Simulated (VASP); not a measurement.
# Pd (P6_3/mmc) in VASP: notebook

Runs on Pd. Level: revPBE. Tasks: single point.

All numbers are computed with VASP 6.6.1; they aren't measurements. Logs are shortened: lines on timing, memory, paths and dates and some standing lists are left out, and cuts for length are marked.

## (1) The cell of the first run

The structure is hexagonal, space group P6_3/mmc (No. 194). Conventional cell: a = 2.710 Å, b = 2.710 Å, c = 4.551 Å, α = 90.00°, β = 90.00°, γ = 120.00°. Within 3.6 Å of Pd (site symmetry -6m2) lie 12 Pd at 2.71 to 2.76 Å.

## (2) Single point, revPBE, collinear spin, ferromagnetic start (volume scaled by 0.92)

Input file INCAR:

```
SYSTEM = Pd
PREC = Accurate ; ENCUT = 520
EDIFF = 1E-6 ; ISMEAR = -1
SIGMA = 0.05 ; LREAL = .False.
LASPH = .True. ; NELM = 150
ALGO = Normal ; ISIF = 2
LWAVE = .False. ; LCHARG = .True.
ISPIN = 2 ; MAGMOM = 0.349 0.349
LORBIT = 11 ; LMAXMIX = 4
GGA = RE ; LELF = .True.
LVHAR = .True. ; NBANDS = 21
```

Input file KPOINTS:

```
Automatic mesh
0
Gamma
  15 15 8
  0 0 0
```

Input file POSCAR:

```
Pd
1.0
    2.7098159390      0.0000000000      0.0000000000
   -1.3549079695      2.3467694428      0.0000000000
    0.0000000000      0.0000000000      4.5507142703
Pd
2
Direct
    0.3333333333      0.6666666667      0.2500000000
    0.6666666667      0.3333333333      0.7500000000
```

Potentials or basis: VASP PAW PBE potentials, release 64 (Pd).

Launch:

```bash
$ cat potpaw_PBE.64/Pd/POTCAR > POTCAR
$ mpirun -np 1 vasp_std > vasp.out
```

OUTCAR:

```text
SYSTEM = Pd
   PREC = Accurate
   ENCUT = 520
   EDIFF = 1E-6
   ISMEAR = -1
   LREAL = .False.
   LASPH = .True.
   NELM = 150
   ISIF = 2
   ISPIN = 2
   LORBIT = 11
   GGA = RE

 ion  position               nearest neighbor table
   1  0.333  0.667  0.250-   2 2.76   2 2.76   2 2.76   2 2.76   2 2.76   2 2.76
   2  0.667  0.333  0.750-   1 2.76   1 2.76   1 2.76   1 2.76   1 2.76   1 2.76

  LATTYP: Found a hexagonal cell.
 ALAT       =     2.7098159390
 C/A-ratio  =     1.6793444178

  Lattice vectors:

 A1 = (   2.7098159390,   0.0000000000,   0.0000000000)
 A2 = (  -1.3549079695,   2.3467694428,   0.0000000000)
 A3 = (   0.0000000000,   0.0000000000,   4.5507142703)

Analysis of symmetry for initial positions (statically):
=====================================================================
 Subroutine PRICEL returns:
 Original cell was already a primitive cell.

 Routine SETGRP: Setting up the symmetry group for a
 hexagonal supercell.

 Subroutine GETGRP returns: Found 24 space group operations
 (whereof 12 operations were pure point group operations)
 out of a pool of 24 trial point group operations.

The static configuration has the point symmetry D_3d.
 The point group associated with its full space group is D_6h.

Analysis of symmetry for dynamics (positions and initial velocities):
=====================================================================
 Subroutine PRICEL returns:
 Original cell was already a primitive cell.

 Routine SETGRP: Setting up the symmetry group for a
 hexagonal supercell.

 Subroutine GETGRP returns: Found 24 space group operations
 (whereof 12 operations were pure point group operations)
 out of a pool of 24 trial point group operations.

The dynamic configuration has the point symmetry D_3d.
 The point group associated with its full space group is D_6h.

Analysis of structural, dynamic, and magnetic symmetry:
=====================================================================
 Subroutine PRICEL returns:
 Original cell was already a primitive cell.

 Routine SETGRP: Setting up the symmetry group for a
 hexagonal supercell.

 Subroutine GETGRP returns: Found 24 space group operations
 (whereof 12 operations were pure point group operations)
 out of a pool of 24 trial point group operations.

The overall configuration has the point symmetry D_3d.
 The point group associated with its full space group is D_6h.

 Subroutine INISYM returns: Found 24 space group operations
 (whereof 12 operations are pure point group operations),
 and found     1 'primitive' translations

----------------------------------------------------------------------------------------

                                     Primitive cell

  volume of cell :      28.9394

  direct lattice vectors                    reciprocal lattice vectors
     2.709815939  0.000000000  0.000000000     0.369028754  0.213058851  0.000000000
    -1.354907969  2.346769443  0.000000000     0.000000000  0.426117701  0.000000000
     0.000000000  0.000000000  4.550714270     0.000000000  0.000000000  0.219745724

  length of vectors
     2.709815939  2.709815939  4.550714270     0.426117701  0.426117701  0.219745724

  position of ions in fractional coordinates (direct lattice)
     0.333333333  0.666666667  0.250000000
     0.666666667  0.333333333  0.750000000

  ion indices of the primitive-cell ions
   primitive index   ion index
                 1           1
                 2           2

----------------------------------------------------------------------------------------

 KPOINTS: Automatic mesh

Automatic generation of k-mesh.
 Grid dimensions read from file:
 generate k-points for:   15   15    8

 Generating k-lattice:

  Cartesian coordinates                     Fractional coordinates (reciprocal lattice)
     0.024601917  0.014203923  0.000000000     0.066666667  0.000000000  0.000000000
     0.000000000  0.028407847  0.000000000     0.000000000  0.066666667  0.000000000
     0.000000000  0.000000000  0.027468215     0.000000000  0.000000000  0.125000000

  Length of vectors
     0.028407847  0.028407847  0.027468215

  Shift w.r.t. Gamma in fractional coordinates (k-lattice)
     0.000000000  0.000000000  0.000000000

 Subroutine IBZKPT returns following result:
 ===========================================

 Found    135 irreducible k-points:

 Following reciprocal coordinates:
            Coordinates               Weight
  0.000000  0.000000  0.000000      1.000000
  0.066667 -0.000000  0.000000      6.000000
  0.133333 -0.000000  0.000000      6.000000
  0.200000 -0.000000  0.000000      6.000000
  0.266667 -0.000000  0.000000      6.000000
  0.333333  0.000000  0.000000      6.000000
[... 16 lines left out ...]
  0.333333  0.200000  0.000000     12.000000
  0.400000  0.200000  0.000000      6.000000
 [... further k-points ...]
   k-points           NKPTS =    135   k-points in BZ     NKDIM =    135   number of bands    NBANDS=     21
   number of dos      NEDOS =    301   number of ions     NIONS =      2
   total plane-waves  NPLWV =  14400
   dimension x,y,z NGX =    20 NGY =   20 NGZ =   36
   dimension x,y,z NGXF=    40 NGYF=   40 NGZF=   72
   ions per type =               2
   NGX,Y,Z   is equivalent  to a cutoff of  12.27, 12.27, 13.15 a.u.
   NGXF,Y,Z  is equivalent  to a cutoff of  24.54, 24.54, 26.30 a.u.
 SYSTEM =  Pd
   PREC   = accura    normal or accurate (medium, high low for compatibility)
   ISTART =      0    job   : 0-new  1-cont  2-samecut
   ICHARG =      2    charge: 1-file 2-atom 10-const
   ISPIN  =      2    spin polarized calculation?
   LNONCOLLINEAR =      F non collinear calculations
   LSORBIT =      F    spin-orbit coupling
   LASPH  =      T    aspherical Exc in radial PAW
   ENCUT  =  520.0 eV  38.22 Ry    6.18 a.u.   5.04  5.04  8.46*2*pi/ulx,y,z
   NELM   =    150;   NELMIN=  2; NELMDL= -5     # of ELM steps
   EDIFF  = 0.1E-05   stopping-criterion for ELM
   LREAL  =      F    real-space projection
   EDIFFG = 0.1E-04   stopping-criterion for IOM
   NSW    =      0    number of steps for IOM
   IBRION =     -1    ionic relax: 0-MD 1-quasi-New 2-CG
   NFREE  =      0    steps in history (QN), initial steepest desc. (CG)
   ISIF   =      2    stress and relaxation
   ISYM   =      2    0-nonsym 1-usesym 2-fastsym
   POTIM  = 0.5000    time-step for ionic-motion
   TEBEG  =    0.0;   TEEND  =   0.0 temperature during run
   PSTRESS=    0.0 pullay stress
   NELECT =      20.0000    total number of electrons
   NUPDOWN=      -1.0000    fix difference up-down
   EMIN   =  10.00;   EMAX   =-10.00  energy-range for DOS
   EFERMI =   0.00;   METHOD = LEGACY
   ISMEAR =    -1;   SIGMA  =   0.05  broadening in eV -4-tet -1-fermi 0-gaus
   EFERMI_NEDOS =   21; number of points for ismear=-14 and -15
   IALGO  =     38    algorithm
   IMIX   =      4    mixing-type and parameters
     AMIX     =   0.40;   BMIX     =  1.00
     AMIX_MAG =   1.60;   BMIX_MAG =  1.00
  volume/ion in A,a.u.               =      14.47        97.65
  Fermi-wavevector in a.u.,A,eV,Ry     =   1.447399  2.735187 28.503709  2.094964
  Thomas-Fermi vector in A             =   2.565358
   LORBIT       =     11    0 simple, 1 ext, 2 COOP (PROOUT), +10 PAW based schemes
   GGA     = RE    functional components
   LHFCALC =     F    Hartree Fock is set to
   AEXX    =    0.0000 exact exchange contribution
   IVDW    =     0    specifies the selected vdW correction
   LEPSILON=     F    determine dielectric tensor
   LRPA    =     F    only Hartree local field effects (RPA)
 spin polarized calculation
  energy-cutoff  :      520.00
  volume of cell :       28.94
 maximum number of plane-waves:       801
   NGX = 11   NGY = 11   NGZ = 17

 number of electron      19.9999994 magnetization       0.4654235

 Free energy of the ion-electron system (eV)
  ---------------------------------------------------
  ext. energy  EPLUGINS =         0.00000000
  ---------------------------------------------------
  free energy    TOTEN  =        -9.34487360 eV

  energy without entropy =       -9.30895471  energy(sigma->0) =       -9.32691415

 E-fermi :  10.1976     XC(G=0): -13.2290

 val. band max:       10.1929149964   @ k =   0.4000  -0.0000   0.0000
 cond. band min:      10.1980474950   @ k =   0.2000   0.1333   0.1250
 fundamental gap:      0.0051324986
 Fermi energy:        10.1975695755

 spin component 1

 k-point     1 :       0.0000    0.0000    0.0000
  band No.  band energies     occupation
      1       2.9244      1.00000
      2       4.6761      1.00000
      3       7.0040      1.00000
      4       7.2710      1.00000
      5       7.2710      1.00000
      6       7.6235      1.00000
[... 13 lines left out ...]
     20      34.8240      0.00000
     21      35.7220      0.00000
[... 529 lines left out ...]
 k-point    24 :       0.4000    0.2000    0.0000
  band No.  band energies     occupation
      1       5.3910      1.00000
      2       5.5191      1.00000
      3       5.8864      1.00000
      4       7.0989      1.00000
      5       7.2947      1.00000
      6       7.3613      1.00000
[... 13 lines left out ...]
     20      36.1697      0.00000
     21      36.3504      0.00000

 [... further k-points ...]

 spin component 2

 k-point     1 :       0.0000    0.0000    0.0000
  band No.  band energies     occupation
      1       2.9312      1.00000
      2       4.7958      1.00000
      3       7.1915      1.00000
      4       7.4471      1.00000
      5       7.4471      1.00000
      6       7.8051      1.00000
[... 13 lines left out ...]
     20      34.8271      0.00000
     21      35.7536      0.00000
[... 529 lines left out ...]
 k-point    24 :       0.4000    0.2000    0.0000
  band No.  band energies     occupation
      1       5.5033      1.00000
      2       5.6588      1.00000
      3       6.0073      1.00000
      4       7.2344      1.00000
      5       7.4166      1.00000
      6       7.4908      1.00000
[... 13 lines left out ...]
     20      36.2514      0.00000
     21      36.5787      0.00000

 [... further k-points ...]

------------------------ aborting loop because EDIFF is reached ----------------------------------------

  FORCE on cell =-STRESS in cart. coord.  units (eV):
  Direction    XX          YY          ZZ          XY          YZ          ZX
  --------------------------------------------------------------------------------------
  -------------------------------------------------------------------------------------
  Total        2.9044378      2.9044378      2.6185319      0.0000000      0.0000000      0.0000000
  in kB      160.7988248    160.7988248    144.9701738      0.0000000      0.0000000      0.0000000
  external PRESSURE =     155.5226078 kB  Pullay stress =       0.0000000 kB

 VOLUME and BASIS-vectors are now :
 -----------------------------------------------------------------------------
  energy-cutoff  :      520.00
  volume of cell :       28.94
      direct lattice vectors                 reciprocal lattice vectors
     2.709815939  0.000000000  0.000000000     0.369028754  0.213058851  0.000000000
    -1.354907969  2.346769443  0.000000000     0.000000000  0.426117701  0.000000000
     0.000000000  0.000000000  4.550714270     0.000000000  0.000000000  0.219745724

 POSITION                                       TOTAL-FORCE (eV/Angst)
 -----------------------------------------------------------------------------------
     -0.00000      1.56451      1.13768        -0.000000      0.000000      0.000000
      1.35491      0.78226      3.41304         0.000000     -0.000000      0.000000
 -----------------------------------------------------------------------------------
    total drift:                               -0.000000      0.000000     -0.000000

  FREE ENERGIE OF THE ION-ELECTRON SYSTEM (eV)
  ---------------------------------------------------
  free  energy   TOTEN  =        -9.3448736030 eV

  energy  without entropy=       -9.3089547062  energy(sigma->0) =       -9.32691415

 total charge

# of ion       s       p       d       tot
------------------------------------------
    1        0.503   0.495   8.495   9.492
    2        0.503   0.495   8.495   9.492
--------------------------------------------------
tot          1.005   0.990  16.990  18.985

 magnetization (x)

# of ion       s       p       d       tot
------------------------------------------
    1       -0.002  -0.006   0.241   0.233
    2       -0.002  -0.006   0.241   0.233
--------------------------------------------------
tot         -0.003  -0.013   0.482   0.466
```

Wall time 1.8 min (1 thread of Intel Xeon 6975P-C, shared host); peak memory 0.23 GiB.

What came out:

| Quantity | Value |
| --- | --- |
| Free energy | -9.3449 eV |
| Pressure | 15.6 GPa |
| Net moment | 0.47 μB per cell |
| Site moments | Pd +0.23 μB |
| Valence electrons inside the program's atomic spheres | Pd 9.49 |

Caveat: the PAW data sets were made with another functional, which shifts forces and pressure a little.

## (3) Single point, revPBE, collinear spin, ferromagnetic start (volume scaled by 0.96)

Input file INCAR:

```
SYSTEM = Pd
PREC = Accurate ; ENCUT = 520
EDIFF = 1E-7 ; ISMEAR = -1
SIGMA = 0.05 ; LREAL = .FALSE.
LASPH = .TRUE. ; NELM = 150
ALGO = Normal ; ISIF = 2
LWAVE = .FALSE. ; LCHARG = .FALSE.
ISPIN = 2 ; MAGMOM = 0.349 0.349
LORBIT = 11 ; LMAXMIX = 4
GGA = RE ; NBANDS = 21
```

Input file KPOINTS:

```
Automatic mesh
0
G
  15 15 8
  0 0 0
```

Input file POSCAR:

```
Pd
1.0
    2.7485328262      0.0000000000      0.0000000000
   -1.3742664131      2.3802992506      0.0000000000
    0.0000000000      0.0000000000      4.6157332586
Pd
2
Direct
    0.3333333333      0.6666666667      0.2500000000
    0.6666666667      0.3333333333      0.7500000000
```

Potentials or basis: VASP PAW PBE potentials, release 64 (Pd).

Launch:

```bash
$ cat potpaw_PBE.64/Pd/POTCAR > POTCAR
$ mpirun -np 1 vasp_std > vasp.out
```

Run time: 1.7 min. Hardware: 1 thread of Intel Xeon 6975P-C, shared host; peak memory 0.24 GiB.

Results (log left out):

```yaml
Free_energy: -9.4317 eV
Pressure: 6.8 GPa
Net_moment: 0.62 μB per cell
Site_moments: Pd +0.31 μB
Valence_electrons_inside_the_program's_atomic_spheres: Pd 9.40
```

Stress tensor (GPa, compression positive):
```
7.29 0.00 0.00
0.00 7.29 0.00
0.00 0.00 5.70
```

Levels at points of the mesh, in eV from the Fermi level:
Spin up:
| k point | band 8 | band 9 | band 10 | band 11 | band 12 | band 13 |
| --- | --- | --- | --- | --- | --- | --- |
| (0.00, 0.00, 0.00) | -1.70 | -1.70 | -0.37 | -0.37 | 0.84 | 6.66 |
| (0.00, 0.00, 0.50) | -2.80 | -0.81 | -0.81 | -0.81 | -0.81 | 13.71 |
Spin down:
```csv
k point,band 6,band 7,band 8,band 9,band 10,band 11,band 12,band 13,band 14,band 15
"(0.00, 0.00, 0.00)",-2.20,-2.20,-1.49,-1.49,-0.14,-0.14,0.83,6.82,17.15,18.55
"(0.00, 0.00, 0.50)",-2.57,-2.57,-2.57,-0.58,-0.58,-0.58,-0.58,13.77,13.77,17.66
```

Caveat: the PAW data sets were made with another functional, which shifts forces and pressure a little.

(Continued in part 2 of 2.)
